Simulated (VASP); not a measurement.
A run of VASP 6.6.1 is set up as follows.

File INCAR:

```
ALGO = Normal
DIPOL = 0.5 0.5 0.415
EDIFF = 1E-7
ENCUT = 520
GGA = PE
IDIPOL = 3
ISIF = 2
ISMEAR = 0
IVDW = 12
LASPH = T
LCHARG = F
LDIPOL = T
LREAL = F
LWAVE = F
NBANDS = 48
NELM = 100
PREC = Accurate
SIGMA = 0.05
```

KPOINTS

```
k-points
0
Gamma
  9 9 1
```

Contents of POSCAR:

```
InSe
1.0
    4.0266103962      0.0000000000      0.0000000000
   -2.0133051981      3.4871468942      0.0000000000
    0.0000000000      0.0000000000     28.2707105020
Se In
4 4
Direct
    0.0000000000      0.0000000000      0.1591753415
    0.0000000000      0.0000000000      0.3496677330
    0.2222222222      0.4444444444      0.4808989590
    0.2222222222      0.4444444444      0.6713913504
    0.6666666667      0.3333333333      0.2049979890
    0.6666666667      0.3333333333      0.3038451602
   -0.4444444444      0.1111111111      0.5267216065
   -0.4444444444      0.1111111111      0.6255687776
```

Potentials or basis: VASP PAW PBE potentials, release 64 (Se, In_d).

Launch:

```console
$ cat potpaw_PBE.64/Se/POTCAR potpaw_PBE.64/In_d/POTCAR > POTCAR
$ mpirun -np 1 vasp_std > vasp.out
```

Question: What does it give for the largest force?

Answer: 0.076 eV/Å.

Question: What does it give for the dispersion energy per atom?

Answer: -0.246 eV.

Question: Predict the band gap on the k mesh.

Answer: 1.26 eV (least direct gap 1.30 eV).

Forces in eV/Å, atoms in the order of the input:
```
Se   0.000 -0.001 -0.012
Se   0.000 -0.019  0.073
Se   0.000  0.019 -0.073
Se   0.000  0.001  0.012
In   0.000 -0.002  0.015
In   0.000  0.004  0.018
In   0.000 -0.004 -0.018
In   0.000  0.002 -0.015
```

Caveat: the cell differs from its parent crystal (layers slid over each other); spin-orbit coupling is left out, which moves the levels of the heavy elements.
